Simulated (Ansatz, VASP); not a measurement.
**GaSb: VASP beside Ansatz**

POSCAR

```
GaSb
1.0
    0.0000000000      2.9825250000      2.9060500000
    2.9825250000      0.0000000000      2.9060500000
    2.9825250000      2.9825250000      0.0000000000
Ga Sb
1 1
Direct
    0.0000000000      0.0000000000      0.0000000000
    0.7500000000      0.7500000000      0.7500000000
```

File INCAR.step1:

```
SYSTEM = GaSb
ALGO     = Normal         ! electronic algorithm
EDIFF    = 1E-4           ! SCF threshold, eV
ENCUT    = 520            ! plane-wave cutoff, eV
GGA      = PE             ! functional
ISMEAR   = 0              ! smearing method
LASPH    = .TRUE.         ! aspherical terms in the spheres
LCHARG   = .FALSE.        ! write CHGCAR
LREAL    = .FALSE.        ! projectors in reciprocal space
LWAVE    = .TRUE.         ! write WAVECAR
NBANDS   = 16             ! bands
NELM     = 100            ! most SCF steps
PREC     = Accurate       ! precision mode
SIGMA    = 0.05           ! smearing width, eV
```

File INCAR.step2:

```
SYSTEM = GaSb
ALGO     = Normal         ! electronic algorithm
EDIFF    = 1E-6           ! SCF threshold, eV
ENCUT    = 520            ! plane-wave cutoff, eV
ISIF     = 2              ! what is computed and relaxed
ISMEAR   = 0              ! smearing method
ISTART   = 1            
LASPH    = .TRUE.         ! aspherical terms in the spheres
LCHARG   = .FALSE.        ! write CHGCAR
LMIXTAU  = .TRUE.       
LREAL    = .FALSE.        ! projectors in reciprocal space
LWAVE    = .FALSE.        ! write WAVECAR
METAGGA  = R2SCAN         ! meta-GGA
NBANDS   = 16             ! bands
NELM     = 100            ! most SCF steps
PREC     = Accurate       ! precision mode
SIGMA    = 0.05           ! smearing width, eV
```

The input KPOINTS:

```
k-points
0
G
  10 10 10
  0 0 0
```

Input for Ansatz:

```yaml
crystal:
  lattice:
    - [0.0, 2.982525, 2.90605]
    - [2.982525, 0.0, 2.90605]
    - [2.982525, 2.982525, 0.0]
  atoms:
    - { symbol: Ga, position: [0.0, 0.0, 0.0] }
    - { symbol: Sb, position: [0.75, 0.75, 0.75] }
basis:
  ecutwfc: 500
kpoints:
  mp_grid: { grid: [10, 10, 10] }
hamiltonian:
  xc: r2scan
scf:
  occupations: { method: gaussian, width: 0.05 }
output:
  forces: true
  stress: true
  eigenvalues: true
```

Change from the starting cell: strain -0.025 along x and y, -0.050 along z, atoms carried along.

Alike in both runs: task single point; functional r2SCAN; k mesh 10 × 10 × 10; occupations gaussian, width 0.05 eV; no spin polarisation.

|  | VASP | Ansatz |
| --- | --- | --- |
| version | VASP 6.6.1 | Ansatz 0.2.0 |
| potentials or method | VASP PAW PBE potentials, release 64 (Ga_d, Sb), cutoff 520 eV | scalar-relativistic, plane waves, PAW |
| valence electrons in the cell | 18 | 28 |

Ansatz gave:

* gap on the k mesh at the Fermi level (eV): 0.66
* least direct gap on the mesh (eV): 1.15
* pressure (GPa): 7.5
* traceless stress, the component that is largest in VASP (GPa): 0.83

Task: Estimate VASP's values.

Result: gap on the k mesh at the Fermi level (eV): 0.64; least direct gap on the mesh (eV): 1.14; pressure (GPa): 7.6; traceless stress, the component that is largest in VASP (GPa): 0.83.

VASP's potentials were made for PBE, not for r2SCAN. VASP's potentials hold 18 valence electrons a cell and Ansatz's 28, so a difference there can come from the potentials and not from the codes.

Neither program's run includes spin-orbit coupling.
